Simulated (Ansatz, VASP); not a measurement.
Two plane-wave programs on Si

```
Si
1.0
    -1.32751   -1.65264    1.65287
    -3.98253    1.65264   -1.65287
     2.65502   -3.30528   -3.30574
Si
4
Direct
  0.25000 0.75000 0.75000
  0.75000 0.25000 0.75000
  0.25000 0.75000 0.25000
  0.75000 0.25000 0.25000
```

Alike in both runs: task single point; functional PBE; k mesh 8 × 8 × 8; occupations gaussian, width 0.2 eV; no spin polarisation.

|  | VASP | Ansatz |
| --- | --- | --- |
| version | VASP 6.6.1 | Ansatz 0.2.0 |
| potentials or method | VASP PAW PBE potentials, release 64 (Si), cutoff 520 eV | scalar-relativistic, plane waves, PAW |
| valence electrons in the cell | 16 | 16 |

|  | VASP | Ansatz | Ansatz less VASP |
| --- | --- | --- | --- |
| gap on the k mesh at the Fermi level (eV) | none | none | - |
| pressure (GPa) | -0.1 | -0.1 | +0.03 |
| traceless stress, the component that is largest in VASP (GPa) | 0.82 | 0.82 | -0.001 |

A gap of «none» marks a metal or a gap that the smearing closes. The functional is the same, so the differences come from potentials, cutoffs and numerics.
